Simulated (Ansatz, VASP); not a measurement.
**One calculation of Cs, two programs**

```
Cs
1.0
     8.58656    0.00000    0.00000
    -4.29328    7.43618    0.00000
     0.00000    0.00000    5.13144
Cs
3
Direct
  0.00000 0.00000 0.00000
  0.33333 0.66667 0.50000
  0.66667 0.33333 0.50000
```

Alike in both runs: task single point; functional r2SCAN; k mesh 5 × 5 × 7; occupations fermi-dirac, width 0.1 eV; no spin polarisation.

|  | VASP | Ansatz |
| --- | --- | --- |
| version | VASP 6.6.1 | Ansatz 0.2.0 |
| potentials or method | VASP PAW PBE potentials, release 64 (Cs_sv), cutoff 520 eV | plane waves (500 eV) with PAW, scalar-relativistic |
| valence electrons in the cell | 27 | 27 |

|  | VASP | Ansatz | Ansatz less VASP |
| --- | --- | --- | --- |
| pressure (GPa) | 0.3 | 0.3 | 0.00 |

VASP's potentials were made for PBE, not for r2SCAN. The functional is the same, so the differences come from potentials, cutoffs and numerics.

Neither program's run includes spin-orbit coupling.
